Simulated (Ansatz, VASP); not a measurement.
# One calculation of Se, two programs

Contents of INCAR:

```
SYSTEM = Se
PREC = Accurate ; ENCUT = 520
EDIFF = 1E-7 ; ISMEAR = -1
SIGMA = 0.08 ; LREAL = .FALSE.
LASPH = .TRUE. ; NELM = 100
ALGO = Normal ; ISIF = 2
LWAVE = .FALSE. ; LCHARG = .TRUE.
GGA = CA ; LELF = .TRUE.
LVHAR = .TRUE. ; NBANDS = 13
```

The input KPOINTS:

```
regular mesh
0
G
  11 11 11
  0 0 0
```

POSCAR

```
Se
1.0
    0.0000000000      2.3636033801      2.3636033801
    2.3636033801      0.0000000000      2.3636033801
    2.3636033801      2.3636033801      0.0000000000
Se
2
Direct
   -0.1250000000     -0.1250000000     -0.1250000000
    0.1250000000      0.1250000000      0.1250000000
```

Input for Ansatz:

```yaml
crystal:
  lattice:
    - [0.0, 2.3636033801, 2.3636033801]
    - [2.3636033801, 0.0, 2.3636033801]
    - [2.3636033801, 2.3636033801, 0.0]
  atoms:
    - { symbol: Se, position: [-0.125, -0.125, -0.125] }
    - { symbol: Se, position: [0.125, 0.125, 0.125] }
kpoints:
  mp_grid: { grid: [11, 11, 11] }
  band_path:
    path:
      - [0.0, 0.0, 0.0]
      - [0.5, 0.0, 0.5]
      - [0.625, 0.25, 0.625]
      - [0.375, 0.375, 0.75]
      - [0.0, 0.0, 0.0]
      - [0.5, 0.5, 0.5]
      - [0.5, 0.25, 0.75]
      - [0.5, 0.0, 0.5]
    npoints: 8
scf:
  occupations: { method: fermi_dirac, width: 0.08 }
hamiltonian:
  xc: lda
  pseudopotentials: { kind: all_electron, lapw: { basis_error: 0.001 } }
output:
  forces: true
  stress: true
  eigenvalues: true
  populations: true
  dos: { projected: true, de: 0.2, e_range: [-14, 8] }
```

Change from the starting cell: volume scaled by 0.45, LAPW.

Alike in both runs: task single point; functional LDA; k mesh 11 × 11 × 11; occupations fermi-dirac, width 0.08 eV; no spin polarisation.

|  | VASP | Ansatz |
| --- | --- | --- |
| version | VASP 6.6.1 | Ansatz 0.2.0 |
| potentials or method | VASP PAW LDA potentials, release 64 (Se), cutoff 520 eV | all-electron LAPW, scalar-relativistic |

|  | VASP | Ansatz | Ansatz less VASP |
| --- | --- | --- | --- |
| pressure (GPa) | 180.0 | 176.5 | -3.55 |

LDA's correlation is that of Perdew and Zunger in VASP and of Perdew and Wang (1992) in Ansatz. Both programs put the cell under a high pressure, so it lies far from rest at this level. Ansatz ran all-electron here, and VASP with PAW potentials.

Noted on VASP's run: the cell as given lies far from equilibrium.
